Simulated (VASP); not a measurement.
# GeOs2 (P6/mmm) in VASP: further runs, part 2 of 2

VASP 6.6.1.

## (5) Relaxation of cell and atoms, PBE

This run uses another cell than the first one, of 13.87 Å³/atom.

Contents of INCAR:

```
  ALGO = Normal
  EDIFF = 1E-6
  EDIFFG = -0.04
  ENCUT = 600
  GGA = PE
  IBRION = 2
  ISIF = 3
  ISMEAR = 0
  LASPH = T
  LCHARG = F
  LREAL = F
  LWAVE = F
  NELM = 60
  NSW = 90
  PREC = Accurate
  SIGMA = 0.1
```

Contents of KPOINTS:

```
k-points
0
Gamma
  6 6 4
```

Contents of POSCAR:

```
GeOs2
1.0
    3.5433871569      0.0000000000      0.0000000000
   -1.7716935785      3.0686632934      0.0000000000
    0.0000000000      0.0000000000      3.8259163655
Ge Os
1 2
Direct
    0.0000000000      0.0000000000      0.0000000000
    0.3333333333      0.6666666667      0.5000000000
    0.6666666667      0.3333333333      0.5000000000
```

Potentials or basis: VASP PAW PBE potentials, release 64 (Ge_d, Os).

The run is started by

```console
cat potpaw_PBE.64/Ge_d/POTCAR potpaw_PBE.64/Os/POTCAR > POTCAR
mpirun -np 1 vasp_std > vasp.out
```

OUTCAR:

```text
EDIFF = 1E-6
   EDIFFG = -0.04
   ENCUT = 600
   GGA = PE
   IBRION = 2
   ISIF = 3
   ISMEAR = 0
   LASPH = T
   LREAL = F
   NELM = 60
   NSW = 90
   PREC = Accurate

 ion  position               nearest neighbor table
   1  0.000  0.000  0.000-   2 2.80   3 2.80   2 2.80   3 2.80   3 2.80   3 2.80   2 2.80   2 2.80
                             3 2.80   3 2.80   2 2.80   2 2.80
   2  0.333  0.667  0.500-   3 2.05   3 2.05   3 2.05   1 2.80   1 2.80   1 2.80   1 2.80   1 2.80
                             1 2.80
   3  0.667  0.333  0.500-   2 2.05   2 2.05   2 2.05   1 2.80   1 2.80   1 2.80   1 2.80   1 2.80
                             1 2.80

  LATTYP: Found a hexagonal cell.
 ALAT       =     3.5433871569
 C/A-ratio  =     1.0797342193

  Lattice vectors:

 A1 = (   3.5433871569,   0.0000000000,   0.0000000000)
 A2 = (  -1.7716935785,   3.0686632934,   0.0000000000)
 A3 = (   0.0000000000,   0.0000000000,   3.8259163655)

Analysis of symmetry for initial positions (statically):
=====================================================================
 Subroutine PRICEL returns:
 Original cell was already a primitive cell.

 Routine SETGRP: Setting up the symmetry group for a
 hexagonal supercell.

 Subroutine GETGRP returns: Found 24 space group operations
 (whereof 24 operations were pure point group operations)
 out of a pool of 24 trial point group operations.

The static configuration has the point symmetry D_6h.

Analysis of symmetry for dynamics (positions and initial velocities):
=====================================================================
 Subroutine PRICEL returns:
 Original cell was already a primitive cell.

 Routine SETGRP: Setting up the symmetry group for a
 hexagonal supercell.

 Subroutine GETGRP returns: Found 24 space group operations
 (whereof 24 operations were pure point group operations)
 out of a pool of 24 trial point group operations.

The dynamic configuration has the point symmetry D_6h.

 Subroutine INISYM returns: Found 24 space group operations
 (whereof 24 operations are pure point group operations),
[... 109 lines left out ...]
   ISMEAR =     0;   SIGMA  =   0.10  broadening in eV -4-tet -1-fermi 0-gaus
   EFERMI_NEDOS =   21; number of points for ismear=-14 and -15
   IALGO  =     38    algorithm
   IMIX   =      4    mixing-type and parameters
     AMIX     =   0.40;   BMIX     =  1.00
     AMIX_MAG =   1.60;   BMIX_MAG =  1.00
  volume/ion in A,a.u.               =      13.87        93.58
  Fermi-wavevector in a.u.,A,eV,Ry     =   1.468072  2.774255 29.323774  2.155237
  Thomas-Fermi vector in A             =   2.583614
   LORBIT       =      0    0 simple, 1 ext, 2 COOP (PROOUT), +10 PAW based schemes
   GGA     = PE    functional components
   LHFCALC =     F    Hartree Fock is set to
   AEXX    =    0.0000 exact exchange contribution
   IVDW    =     0    specifies the selected vdW correction
   LEPSILON=     F    determine dielectric tensor
   LRPA    =     F    only Hartree local field effects (RPA)
 conjugate gradient relaxation of ions
 non-spin polarized calculation
 Gauss-broadening in eV      SIGMA  =   0.10
  energy-cutoff  :      600.00
  volume of cell :       41.60
 maximum number of plane-waves:      1407
   NGX = 15   NGY = 15   NGZ = 15

--------------------------------------- Ionic step        1  -------------------------------------------

 number of electron      30.0000003 magnetization

 Free energy of the ion-electron system (eV)
  ---------------------------------------------------
  ext. energy  EPLUGINS =         0.00000000
  ---------------------------------------------------
  free energy    TOTEN  =       -16.82093761 eV

  energy without entropy =      -16.81453259  energy(sigma->0) =      -16.81773510

------------------------ aborting loop because EDIFF is reached ----------------------------------------

  FORCE on cell =-STRESS in cart. coord.  units (eV):
  Direction    XX          YY          ZZ          XY          YZ          ZX
  --------------------------------------------------------------------------------------
  -------------------------------------------------------------------------------------
  Total       51.2162278     51.2162278      6.1645145     -0.0000000      0.0000000      0.0000000
  in kB     1972.4901963   1972.4901964    237.4139007     -0.0000000      0.0000000      0.0000000
  external PRESSURE =    1394.1314311 kB  Pullay stress =       0.0000000 kB
[... 1490 lines left out ...]
      6       0.6704      2.00000
[... 11 lines left out ...]
     18      16.0705      0.00000
     19      16.0705      0.00000

[... ionic steps 4 to 14 ...]

--------------------------------------- Ionic step       15  -------------------------------------------

 number of electron      29.9999973 magnetization

------------------------ aborting loop because EDIFF is reached ----------------------------------------
[... 69 lines left out ...]
--------------------------------------- Ionic step       17  -------------------------------------------

 number of electron      29.9999971 magnetization

 Free energy of the ion-electron system (eV)
  ---------------------------------------------------
  ext. energy  EPLUGINS =         0.00000000
  ---------------------------------------------------
  free energy    TOTEN  =       -24.84493580 eV

  energy without entropy =      -24.82728550  energy(sigma->0) =      -24.83611065

 E-fermi :   8.6293     XC(G=0): -13.0838

 val. band max:        8.5560006163   @ k =   0.5000   0.0000   0.2500
 cond. band min:       8.6350343523   @ k =   0.3333   0.1667   0.5000
 fundamental gap:      0.0790337360
 Fermi energy:         8.6293022012
[... 490 lines left out ...]
  FREE ENERGIE OF THE ION-ELECTRON SYSTEM (eV)
  ---------------------------------------------------
  free  energy   TOTEN  =       -24.8449358014 eV

  energy  without entropy=      -24.8272855036  energy(sigma->0) =      -24.83611065

 reached required accuracy - stopping structural energy minimisation
```

Run time: 2 min. Hardware: 1 thread of Intel Xeon 6975P-C (Granite Rapids), shared host; peak memory 0.19 GiB.

What came out:

- Free energy: -24.8449 eV
- Relaxed volume: 15.39 Å³/atom
- Relaxed cell: a = 4.341 Å, b = 4.341 Å, c = 2.828 Å, α = 90.00°, β = 90.00°, γ = 120.00°
- Space group after relaxing (to 0.1 Å): P6/mmm (No. 191)
- Pressure after relaxing: 0.3 GPa
- Band gap on the k mesh: zero (bands 15 and 16 overlap by 1.45 eV)

Final structure:
```
CELL_PARAMETERS angstrom
4.34136 0.00000 0.00000
-2.17068 3.75973 0.00000
0.00000 0.00000 2.82803
ATOMIC_POSITIONS crystal
Ge 0.00000 0.00000 0.00000
Os 0.33333 0.66667 0.50000
Os 0.66667 0.33333 0.50000
```

Levels at points of the mesh, in eV from the Fermi level:
```tsv
k point	band 11	band 12	band 13	band 14	band 15	band 16	band 17	band 18	band 19
(0.00, 0.00, 0.00)	-2.95	-2.95	-1.47	-1.47	-1.13	0.88	0.88	4.66	5.42
(0.50, 0.00, 0.00)	-3.79	-2.51	-1.83	-1.56	0.06	0.32	1.01	1.40	3.64
(0.00, 0.00, 0.50)	-3.11	-2.86	-2.86	-2.25	-2.25	0.78	3.16	4.04	4.99
(0.50, 0.00, 0.50)	-4.04	-3.70	-1.01	-0.67	0.71	1.19	2.13	3.01	4.17
```

Caveat: the k points lie up to 0.56 Å⁻¹ apart in the final cell, too coarse for converged energies and pressures of a metal; a cell axis changed by over 15 % at a fixed basis, so the end point is rough; spin-orbit coupling is left out, which moves the levels of the heavy elements.

## (6) Relaxation of cell and atoms, PBE

Contents of INCAR:

```
PREC = Accurate ; ENCUT = 600
EDIFF = 1E-7 ; ISMEAR = 0
SIGMA = 0.1 ; LREAL = False
LASPH = True ; NELM = 80
ALGO = Normal ; ISIF = 3
LWAVE = False ; LCHARG = False
GGA = PE ; IBRION = 2
NSW = 90 ; EDIFFG = -0.04
```

Contents of KPOINTS:

```
Automatic mesh
0
Gamma
  6 6 6
```

Contents of POSCAR:

```
GeOs2
1.0
    4.3461558856      0.0000000000      0.0000000000
   -2.1730779428      3.7638814057      0.0000000000
    0.0000000000      0.0000000000      2.8241842950
Ge Os
1 2
Direct
    0.0000000000      0.0000000000      0.0000000000
    0.3333333333      0.6666666667      0.5000000000
    0.6666666667      0.3333333333      0.5000000000
```

Potentials or basis: VASP PAW PBE potentials, release 64 (Ge_d, Os).

The run is started by

```console
cat potpaw_PBE.64/Ge_d/POTCAR potpaw_PBE.64/Os/POTCAR > POTCAR
mpirun -np 1 vasp_std > vasp.out
```

OUTCAR:

```text
PREC = Accurate
   ENCUT = 600
   EDIFF = 1E-7
   ISMEAR = 0
   LREAL = False
   LASPH = True
   NELM = 80
   ISIF = 3
   GGA = PE
   IBRION = 2
   NSW = 90
   EDIFFG = -0.04

 ion  position               nearest neighbor table
   1  0.000  0.000  0.000-   2 2.88   3 2.88   2 2.88   3 2.88   2 2.88   2 2.88   3 2.88   3 2.88
                             3 2.88   3 2.88   2 2.88   2 2.88
   2  0.333  0.667  0.500-   3 2.51   3 2.51   3 2.51   1 2.88   1 2.88   1 2.88   1 2.88   1 2.88
                             1 2.88
   3  0.667  0.333  0.500-   2 2.51   2 2.51   2 2.51   1 2.88   1 2.88   1 2.88   1 2.88   1 2.88
                             1 2.88

  LATTYP: Found a hexagonal cell.
 ALAT       =     4.3461558856
 C/A-ratio  =     0.6498120107

  Lattice vectors:

 A1 = (   4.3461558856,   0.0000000000,   0.0000000000)
[... 329 lines left out ...]
 number of electron      30.0000006 magnetization

 Free energy of the ion-electron system (eV)
  ---------------------------------------------------
  ext. energy  EPLUGINS =         0.00000000
  ---------------------------------------------------
  free energy    TOTEN  =       -24.50396121 eV

  energy without entropy =      -24.48083192  energy(sigma->0) =      -24.49239656

 E-fermi :   8.4075     XC(G=0): -12.9994

 val. band max:        8.3671256127   @ k =   0.0000   0.0000   0.1667
 cond. band min:       8.4169875095   @ k =   0.3333   0.0000   0.3333
 fundamental gap:      0.0498618968
 Fermi energy:         8.4074913402

 k-point     1 :       0.0000    0.0000    0.0000
  band No.  band energies     occupation
      1     -16.7094      2.00000
      2     -16.6115      2.00000
      3     -16.6115      2.00000
      4     -16.5983      2.00000
      5     -16.5983      2.00000
      6      -4.1477      2.00000
[... 505 lines left out ...]
      6      -0.0272      2.00000
[... 11 lines left out ...]
     18      10.9105      0.00000
     19      12.6786      0.00000

 [... further k-points ...]
[... 5 lines left out ...]
  --------------------------------------------------------------------------------------
  -------------------------------------------------------------------------------------
  Total       -0.0249475     -0.0249475     -0.0431351      0.0000000     -0.0000000      0.0000000
  in kB       -0.8537300     -0.8537300     -1.4761252      0.0000000     -0.0000000      0.0000000
  external PRESSURE =      -1.0611951 kB  Pullay stress =       0.0000000 kB
[... 18 lines left out ...]
  FREE ENERGIE OF THE ION-ELECTRON SYSTEM (eV)
  ---------------------------------------------------
  free  energy   TOTEN  =       -24.5039612062 eV

  energy  without entropy=      -24.4808319176  energy(sigma->0) =      -24.49239656

 reached required accuracy - stopping structural energy minimisation
```

CONTCAR:

```text
GeOs2
   1.00000000000000
     4.3296590595411768   -0.0000000000000000    0.0000000000000000
    -2.1648295297705884    3.7495947352516663   -0.0000000000000000
    -0.0000000000000000    0.0000000000000000    2.8838970115388496
  Ge              Os
     1     2
Direct
     0.0000000000000000    0.0000000000000000    0.0000000000000000
     0.3333333332999970    0.6666666667000030    0.5000000000000000
     0.6666666667000030    0.3333333332999970    0.5000000000000000

  0.00000000E+00  0.00000000E+00  0.00000000E+00
  0.00000000E+00  0.00000000E+00  0.00000000E+00
  0.00000000E+00  0.00000000E+00  0.00000000E+00
```

Wall time 45 s (1 thread of Intel Xeon 6975P-C (Granite Rapids), shared host); peak memory 0.2 GiB.

What came out:

| Property | Result |
| --- | --- |
| Free energy | -24.5040 eV |
| Relaxed volume | 15.61 Å³/atom |
| Relaxed cell | a = 4.330 Å, b = 4.330 Å, c = 2.884 Å, α = 90.00°, β = 90.00°, γ = 120.00° |
| Space group after relaxing (to 0.1 Å) | P6/mmm (No. 191) |
| Energy gained by relaxing | 3.8 meV/atom |
| Ionic steps | 5 |
| Pressure after relaxing | -0.1 GPa |
| Band gap on the k mesh | zero (bands 15 and 16 overlap by 1.57 eV) |

Step by step:
```tsv
step	energy change (eV)	largest force (eV/Å)	pressure (GPa)	volume (Å³)
1	0.0000	0.0000	1.59	46.20
2	-0.0060	0.0000	-2.52	47.23
3	-0.0073	0.0000	-1.34	46.92
4	-0.0106	0.0000	0.46	46.77
5	-0.0114	0.0000	-0.11	46.82
```

Final structure:
```
Ge Os
1.0
     4.32966    0.00000    0.00000
    -2.16483    3.74959    0.00000
     0.00000    0.00000    2.88390
Ge Os
1 2
Cartesian
  0.0000 0.0000 0.0000
  0.0000 2.4997 1.4419
  2.1648 1.2499 1.4419
```

Levels at points of the mesh, in eV from the Fermi level:
```tsv
k point	band 13	band 14	band 15	band 16	band 17	band 18
(0.00, 0.00, 0.00)	-1.66	-1.66	-0.94	0.75	0.75	4.25
(0.50, 0.00, 0.00)	-2.03	-1.77	0.17	0.23	1.19	1.29
(0.00, 0.00, 0.50)	-2.78	-2.20	-2.20	0.78	2.82	3.92
(0.50, 0.00, 0.50)	-0.94	-0.55	0.80	1.19	2.20	2.73
```

Caveat: the k points lie up to 0.36 Å⁻¹ apart in the final cell, too coarse for converged energies and pressures of a metal; spin-orbit coupling is left out, which moves the levels of the heavy elements.

## (7) Single point, PBE

This run uses another cell than the first one, of 15.53 Å³/atom.

Contents of INCAR:

```
SYSTEM = GeOs2
PREC = Accurate
ENCUT = 520
EDIFF = 1E-6
ISMEAR = 0
SIGMA = 0.1
LREAL = .False.
LASPH = .True.
NELM = 60
ALGO = Fast
ISIF = 2
LWAVE = .False.
LCHARG = .False.
GGA = PE
NBANDS = 22
```

Contents of KPOINTS:

```
Automatic mesh
0
Gamma
  12 12 16
  0 0 0
```

Contents of POSCAR:

```
GeOs2
1.0
    4.3396431362      0.0000000000      0.0000000000
   -2.1698215681      3.7582411993      0.0000000000
    0.0000000000      0.0000000000      2.8559158663
Ge Os
1 2
Direct
    0.0000000000      0.0000000000      0.0000000000
    0.3333333333      0.6666666667      0.5000000000
    0.6666666667      0.3333333333      0.5000000000
```

The run is started by

```console
cat potpaw_PBE.64/Ge_d/POTCAR potpaw_PBE.64/Os/POTCAR > POTCAR
mpirun -np 1 vasp_std > vasp.out
```

Wall time 62 s (1 thread of Intel Xeon 6975P-C (Granite Rapids), shared host); peak memory 0.29 GiB.

It converged, with:

```yaml
Free_energy: -24.6441 eV
Pressure: 0.2 GPa
Band_gap_on_the_k_mesh: zero (bands 15 and 16 overlap by 1.50 eV)
```

Stress tensor (GPa, compression positive):
```
0.09 0.00 0.00
0.00 0.09 0.00
0.00 0.00 0.32
```

Levels at points of the mesh, in eV from the Fermi level:
```
           k point  band 11  band 12  band 13  band 14  band 15  band 16  band 17  band 18  band 19  band 20
(0.00, 0.00, 0.00)    -2.85    -2.85    -1.54    -1.54    -0.99     0.83     0.83     4.22     4.22     4.71
(0.50, 0.00, 0.00)    -3.75    -2.36    -1.89    -1.63     0.18     0.27     1.13     1.36     3.72     7.66
(0.00, 0.00, 0.50)    -3.00    -2.76    -2.76    -2.19    -2.19     0.83     2.98     4.01     5.05     5.05
(0.50, 0.00, 0.50)    -3.97    -3.60    -0.93    -0.59     0.78     1.22     2.19     2.88     3.92     4.09
```

Caveat: spin-orbit coupling is left out, which moves the levels of the heavy elements.

## (8) Summary

| task | cell | k mesh | cutoff (eV) | gap on the mesh (eV) | pressure (GPa) | relaxed volume (Å³/atom) |
| --- | --- | --- | --- | --- | --- | --- |
| single point | a = 4.346, b = 4.346, c = 2.824 Å, angles 90.0, 90.0, 120.0°, 3 atoms | 6 × 6 × 4 | 520 | none | 0.0 | - |
| single point | a = 3.543, b = 3.543, c = 3.826 Å, angles 90.0, 90.0, 120.0°, 3 atoms | 6 × 6 × 6 | 520 | none | 140.0 | - |
| single point | a = 4.332, b = 4.332, c = 2.877 Å, angles 90.0, 90.0, 120.0°, 3 atoms | 6 × 6 × 6 | 520 | none | -0.1 | - |
| relaxation of cell and atoms | relaxed from a = 3.543, b = 3.543, c = 3.826 Å, angles 90.0, 90.0, 120.0°, 3 atoms | 6 × 6 × 4 | 600 | none | 0.3 | 15.39 |
| relaxation of cell and atoms | relaxed from a = 4.346, b = 4.346, c = 2.824 Å, angles 90.0, 90.0, 120.0°, 3 atoms | 6 × 6 × 6 | 600 | none | -0.1 | 15.61 |
| single point | a = 4.340, b = 4.340, c = 2.856 Å, angles 90.0, 90.0, 120.0°, 3 atoms | 12 × 12 × 16 | 520 | none | 0.2 | - |

Alike in all rows: level PBE; potentials or basis VASP PAW PBE potentials, release 64 (Ge_d, Os); no spin polarisation; smearing gaussian 0.1 eV.

Caveats: some runs use coarse meshes; spin-orbit coupling is left out, which moves the levels of the heavy elements; the cell stands under pressure (at least some runs); a cell axis changed by over 15 % at a fixed basis, so the end point is rough (at least some runs).

Absolute energies hang on the potentials; compare differences alone.
